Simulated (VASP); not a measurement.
# Y (Pm-3m) in VASP: notebook, part 3 of 3

VASP 6.6.1.

**4. Single point, BLYP (volume scaled by 1.08)**

The input, INCAR:

```
SYSTEM = Y
PREC     = Accurate       ! precision mode
ENCUT    = 520            ! plane-wave cutoff, eV
EDIFF    = 1E-7           ! SCF threshold, eV
ISMEAR   = -1             ! smearing method
SIGMA    = 0.1            ! smearing width, eV
LREAL    = .FALSE.        ! projectors in reciprocal space
LASPH    = .TRUE.         ! aspherical terms in the spheres
NELM     = 60             ! most SCF steps
ALGO     = Normal         ! electronic algorithm
ISIF     = 2              ! what is computed and relaxed
LWAVE    = .FALSE.        ! write WAVECAR
LCHARG   = .FALSE.        ! write CHGCAR
GGA      = B5             ! functional
ALDAX    = 1.0          
AGGAX    = 1.0          
AGGAC    = 1.0          
ALDAC    = 0.0          
NBANDS   = 12             ! bands
```

The input, KPOINTS:

```
Automatic mesh
0
G
  11 11 11
  0 0 0
```

The input, POSCAR:

```
Y
1.0
    3.4087954865      0.0000000000      0.0000000000
    0.0000000000      3.4087954865      0.0000000000
    0.0000000000      0.0000000000      3.4087954865
Y
1
Direct
    0.0000000000      0.0000000000      0.0000000000
```

Potentials or basis: VASP PAW PBE potentials, release 64 (Y_sv).

Started as:

```
$ cat potpaw_PBE.64/Y_sv/POTCAR > POTCAR
$ mpirun -np 1 vasp_std > vasp.out
```

OUTCAR:

```text
SYSTEM = Y
   PREC = Accurate
   ENCUT = 520
   EDIFF = 1E-7
   ISMEAR = -1
   LREAL = .FALSE.
   LASPH = .TRUE.
   NELM = 60
   ISIF = 2
   GGA = B5

 ion  position               nearest neighbor table
   1  0.000  0.000  0.000-

  LATTYP: Found a simple cubic cell.
 ALAT       =     3.4087954865

  Lattice vectors:

 A1 = (   3.4087954865,   0.0000000000,   0.0000000000)
 A2 = (   0.0000000000,   3.4087954865,   0.0000000000)
 A3 = (   0.0000000000,   0.0000000000,   3.4087954865)

Analysis of symmetry for initial positions (statically):
=====================================================================
 Subroutine PRICEL returns:
 Original cell was already a primitive cell.

 Routine SETGRP: Setting up the symmetry group for a
 simple cubic supercell.

 Subroutine GETGRP returns: Found 48 space group operations
 (whereof 48 operations were pure point group operations)
 out of a pool of 48 trial point group operations.

The static configuration has the point symmetry O_h .

Analysis of symmetry for dynamics (positions and initial velocities):
[... 158 lines left out ...]

 val. band max:        2.5476536875   @ k =   0.4545   0.0909   0.0000
 cond. band min:       2.5716397783   @ k =   0.2727   0.0909   0.0909
 fundamental gap:      0.0239860908
 Fermi energy:         2.5604276231

 k-point     1 :       0.0000    0.0000    0.0000
  band No.  band energies     occupation
      1     -40.5609      2.00000
      2     -20.3831      2.00000
      3     -20.3831      2.00000
      4     -20.3831      2.00000
      5      -1.5772      2.00000
      6       2.0619      1.98642
      7       2.0619      1.98642
      8       6.9850      0.00000
      9       6.9850      0.00000
     10       6.9850      0.00000
     11      11.8931      0.00000
     12      11.8931      0.00000
[... 331 lines left out ...]
 k-point    24 :       0.2727    0.0909    0.0909
  band No.  band energies     occupation
      1     -40.5316      2.00000
      2     -20.6503      2.00000
      3     -20.3960      2.00000
      4     -20.3926      2.00000
      5      -0.1885      2.00000
      6       2.5716      0.94400
      7       2.8913      0.07053
      8       5.4048      0.00000
      9       5.4408      0.00000
     10       6.6727      0.00000
     11       9.5700      0.00000
     12      13.0190      0.00000

 [... further k-points ...]
[... 5 lines left out ...]
  --------------------------------------------------------------------------------------
  -------------------------------------------------------------------------------------
  Total       -0.4212180     -0.4212180     -0.4212180     -0.0000000     -0.0000000      0.0000000
  in kB      -17.0378445    -17.0378445    -17.0378445     -0.0000000     -0.0000000      0.0000000
  external PRESSURE =     -17.0378445 kB  Pullay stress =       0.0000000 kB

 VOLUME and BASIS-vectors are now :
 -----------------------------------------------------------------------------
  energy-cutoff  :      520.00
  volume of cell :       39.61
      direct lattice vectors                 reciprocal lattice vectors
     3.408795486  0.000000000  0.000000000     0.293358755  0.000000000  0.000000000
     0.000000000  3.408795486  0.000000000     0.000000000  0.293358755  0.000000000
     0.000000000  0.000000000  3.408795486     0.000000000  0.000000000  0.293358755

 POSITION                                       TOTAL-FORCE (eV/Angst)
 -----------------------------------------------------------------------------------
      0.00000      0.00000      0.00000         0.000000      0.000000      0.000000
 -----------------------------------------------------------------------------------
    total drift:                               -0.000000     -0.000000     -0.000000

  FREE ENERGIE OF THE ION-ELECTRON SYSTEM (eV)
  ---------------------------------------------------
  free  energy   TOTEN  =        -4.7694241098 eV

  energy  without entropy=       -4.6793007779  energy(sigma->0) =       -4.72436244
```

OSZICAR:

```text
N       E                     dE             d eps       ncg     rms          rms(c)
DAV:   1     0.262174150907E+02    0.26217E+02   -0.54449E+03  1352   0.806E+02
DAV:   2    -0.350502001566E+01   -0.29722E+02   -0.28868E+02  1656   0.162E+02
DAV:   3    -0.493176826250E+01   -0.14267E+01   -0.13756E+01  1960   0.217E+01
DAV:   4    -0.497556695207E+01   -0.43799E-01   -0.43701E-01  1608   0.354E+00
DAV:   5    -0.497657770263E+01   -0.10108E-02   -0.10105E-02  1828   0.417E-01    0.169E+01
DAV:   6    -0.479505538693E+01    0.18152E+00   -0.21434E-01  1436   0.279E+00    0.999E+00
DAV:   7    -0.477218371330E+01    0.22872E-01   -0.23611E-01  1624   0.288E+00    0.828E-01
DAV:   8    -0.476966954549E+01    0.25142E-02   -0.37303E-02  1520   0.136E+00    0.358E-01
DAV:   9    -0.476943507783E+01    0.23447E-03   -0.15401E-03  1532   0.323E-01    0.204E-01
DAV:  10    -0.476942351362E+01    0.11564E-04   -0.87209E-05  1872   0.782E-02    0.181E-02
DAV:  11    -0.476942272056E+01    0.79306E-06   -0.42208E-05  1568   0.431E-02    0.313E-02
DAV:  12    -0.476942425395E+01   -0.15334E-05   -0.35651E-06  1604   0.152E-02    0.125E-02
DAV:  13    -0.476942399275E+01    0.26119E-06   -0.62626E-07  1772   0.543E-03    0.249E-03
DAV:  14    -0.476942410712E+01   -0.11437E-06   -0.12452E-07  1424   0.287E-03    0.290E-04
DAV:  15    -0.476942410978E+01   -0.26548E-08   -0.67305E-09   780   0.581E-04
   1 F= -.47694241E+01 E0= -.47243624E+01  d E =-.901233E-01
```

stdout:

```text
POSCAR found type information on POSCAR Y
 POSCAR found :  1 types and       1 ions
 scaLAPACK will be used
 -----------------------------------------------------------------------------
|                                                                             |
|                                                                             |
|     You enforced a specific xc type in the INCAR file but a different       |
|     I HOPE YOU KNOW WHAT YOU ARE DOING!                                     |
|                                                                             |
 -----------------------------------------------------------------------------

 LDA part: xc-table for (Slater(with rela. corr.)+VWN5), standard interpolation
 POSCAR, INCAR and KPOINTS ok, starting setup
 FFT: planning ... GRIDC
 FFT: planning ... GRID_SOFT
 FFT: planning ... GRID
 WAVECAR not read
 entering main loop
```

Run time: 20 s. Hardware: 1 thread of Intel Xeon 6975P-C (Granite Rapids), shared host; peak memory 0.18 GiB.

Results:

- Free energy: -4.7694 eV
- Pressure: -1.7 GPa

Caveat: the cell differs from its parent crystal (volume scaled by 1.08); the PAW data sets were made with another functional, which shifts forces and pressure a little.

**5. Single point, BLYP**

This run uses another cell than the first one, of 36.68 Å³/atom, 1.136 times its volume.

The input, INCAR:

```
PREC = Accurate
ENCUT = 520
EDIFF = 1E-6
ISMEAR = -1
SIGMA = 0.1
LREAL = False
LASPH = True
NELM = 60
ALGO = Normal
ISIF = 2
LWAVE = False
LCHARG = False
GGA = B5
ALDAX = 1.0
AGGAX = 1.0
AGGAC = 1.0
ALDAC = 0.0
NBANDS = 12
```

The input, KPOINTS:

```
Automatic mesh
0
Gamma
  16 16 16
```

The input, POSCAR:

```
Y
1.0
    3.3224594895      0.0000000000      0.0000000000
    0.0000000000      3.3224594895      0.0000000000
    0.0000000000      0.0000000000      3.3224594895
Y
1
Direct
    0.0000000000      0.0000000000      0.0000000000
```

Started as:

```
$ cat potpaw_PBE.64/Y_sv/POTCAR > POTCAR
$ mpirun -np 1 vasp_std > vasp.out
```

Wall time 30 s (1 thread of Intel Xeon 6975P-C (Granite Rapids), shared host); peak memory 0.22 GiB.

The run converged. Its results:

- Free energy: -4.7861 eV
- Pressure: -0.1 GPa

Levels at points of the mesh, in eV from the Fermi level:
```
           k point  band 1  band 2  band 3  band 4  band 5  band 6  band 7  band 8  band 9  band 10
(0.00, 0.00, 0.00)  -42.99  -22.76  -22.76  -22.76   -4.26   -0.58   -0.58    4.80    4.80     4.80
(0.50, 0.00, 0.00)  -42.93  -23.36  -22.71  -22.71   -1.74    0.06    0.14    2.56    2.56     5.03
(0.50, 0.50, 0.00)  -42.88  -23.28  -23.28  -22.66   -1.61    0.05    3.04    3.04    3.44     3.44
(0.50, 0.50, 0.50)  -42.83  -23.20  -23.20  -23.20   -0.48   -0.48   -0.48    5.81    6.37     6.37
```

Caveat: the PAW data sets were made with another functional, which shifts forces and pressure a little.

**6. Overview**

| cell | k mesh | gap on the mesh (eV) | pressure (GPa) |
| --- | --- | --- | --- |
| a = 3.184 Å, 1 atom | 11 × 11 × 11 | none | 3.7 |
| a = 3.278 Å, 1 atom | 11 × 11 × 11 | none | 0.9 |
| a = 3.409 Å, 1 atom | 11 × 11 × 11 | none | -1.7 |
| a = 3.322 Å, 1 atom | 16 × 16 × 16 | none | -0.1 |

Alike in all rows: task single point; level BLYP; potentials or basis VASP PAW PBE potentials, release 64 (Y_sv); no spin polarisation; cutoff (eV) 520; smearing fermi-dirac 0.1 eV.

Caveats: the PAW data sets were made with another functional, which shifts forces and pressure a little.

Total energies depend on the potentials used, so only differences within one code and one set of settings carry meaning.
